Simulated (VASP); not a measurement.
Wanted: the native input for a VASP 6.6.1 run.

* Task: single point
* Functional: LDA
* Potentials or basis: VASP PAW LDA potentials, release 64 (Al, Ni)
* Cutoff: 520 eV
* k mesh: 14 × 14 × 14
* Occupations: gaussian, width 0.15 eV
* Spin: collinear spin
* Starting moments: [0.0, 0.125, 0.125, 0.125] μB
* Fixed moment: 0.375 μB
* Dipole correction: no
* Further INCAR settings: ALGO = Fast; EDIFF = 1e-06; NBANDS = 28

The structure of AlNi3 lies in POSCAR:

```
AlNi3
1.0
    0.0000000000      2.5905971998      2.5905971998
    2.5905971998      0.0000000000      2.5905971998
    2.5905971998      2.5905971998      0.0000000000
Al Ni
1 3
Direct
    0.5000000000      0.5000000000      0.5000000000
    0.2500000000      0.2500000000      0.2500000000
    0.0000000000      0.0000000000      0.0000000000
    0.7500000000      0.7500000000      0.7500000000
```

The input as run:

INCAR

```
PREC = Accurate
ENCUT = 520
EDIFF = 1E-6
ISMEAR = 0
SIGMA = 0.15
LREAL = F
LASPH = T
NELM = 150
ALGO = Fast
ISIF = 2
LWAVE = F
LCHARG = T
ISPIN = 2
MAGMOM = 0 0.125 0.125 0.125
LORBIT = 11
NUPDOWN = 0.375
LMAXMIX = 4
GGA = CA
LELF = T
LVHAR = T
NBANDS = 28
```

KPOINTS

```
Automatic mesh
0
Gamma
  14 14 14
```

Potentials or basis: VASP PAW LDA potentials, release 64 (Al, Ni).

Command:

```console
$ cat potpaw_LDA.64/Al/POTCAR potpaw_LDA.64/Ni/POTCAR > POTCAR
$ mpirun -np 1 vasp_std > vasp.out
```

Results of the run:

* Pressure: 68.8 GPa
* Net moment: 0.38 μB per cell
* Site moments: Al +0.01; Ni +0.10, +0.15 (each value once) μB
* Valence electrons inside the program's atomic spheres: Al 1.00; Ni 10.01, 9.97 (each value once)

Caveat: the cell stands under pressure; the total moment is fixed, so each spin has its own Fermi level.

Run time: 99 s on 1 thread of Intel(R) Xeon(R) 6975P-C (Granite Rapids), on a shared host, peak memory 0.25 GiB.
